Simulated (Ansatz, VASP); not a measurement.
# LiH in VASP and in Ansatz

File INCAR:

```
PREC = Accurate
ENCUT = 520
EDIFF = 1E-6
ISMEAR = 0
SIGMA = 0.01
LREAL = False
LASPH = True
NELM = 60
ALGO = Normal
ISIF = 2
LWAVE = False
LCHARG = False
GGA = PS
NBANDS = 9
```

Contents of KPOINTS:

```
regular mesh
0
Gamma
  10 10 10
```

POSCAR

```
LiH
1.0
    0.0000000000      1.9903685597      1.9903685597
    1.9903685597      0.0000000000      1.9903685597
    1.9903685597      1.9903685597      0.0000000000
Li H
1 1
Direct
    0.0000000000      0.0000000000      0.0000000000
    0.5000000000      0.5000000000      0.5000000000
```

Input for Ansatz:

```yaml
crystal:
  lattice:
    - [0.0, 1.99036855974, 1.99036855974]
    - [1.99036855974, 0.0, 1.99036855974]
    - [1.99036855974, 1.99036855974, 0.0]
  atoms:
    - { symbol: Li, position: [0.0, 0.0, 0.0] }
    - { symbol: H, position: [0.5, 0.5, 0.5] }
kpoints:
  mp_grid: { grid: [10, 10, 10] }
scf:
  occupations: { method: fixed }
hamiltonian:
  xc: pbesol
  pseudopotentials: { kind: paw }
output:
  forces: true
  stress: true
  eigenvalues: true
  eigenstates:
    nscf_kmesh: { grid: [16, 16, 16] }
    de_dk: true
    e_range: [-9, 12.72869974727]
  optics:
    e_range: [0, 25]
    de: 0.2
    sigma: 0.2
    bands: { spectra_wanted_up_to: 25 }
    nscf_kmesh: { grid: [16, 16, 16] }
checkpoint:
  write: ck
  write_wavefunctions: false
```

Alike in both runs: task single point; functional PBEsol; k mesh 10 × 10 × 10; no spin polarisation.

```csv
,VASP,Ansatz
version,VASP 6.6.1,Ansatz 0.2.0
potentials or method,"VASP PAW PBE potentials, release 64 (Li_sv, H)","PAW with Ansatz's default frozen-core files, scalar-relativistic"
plane-wave cutoff (eV),520,420
occupations,"gaussian, width 0.01 eV",fixed
valence electrons in the cell,4,4
```

```tsv
	VASP	Ansatz	Ansatz less VASP
gap on the k mesh at the Fermi level (eV)	2.73	2.73	0.000
```

VASP's potentials were made for PBE, not for PBEsol.

Noted on VASP's run: the cutoff is short for stress, so the pressure is rough.
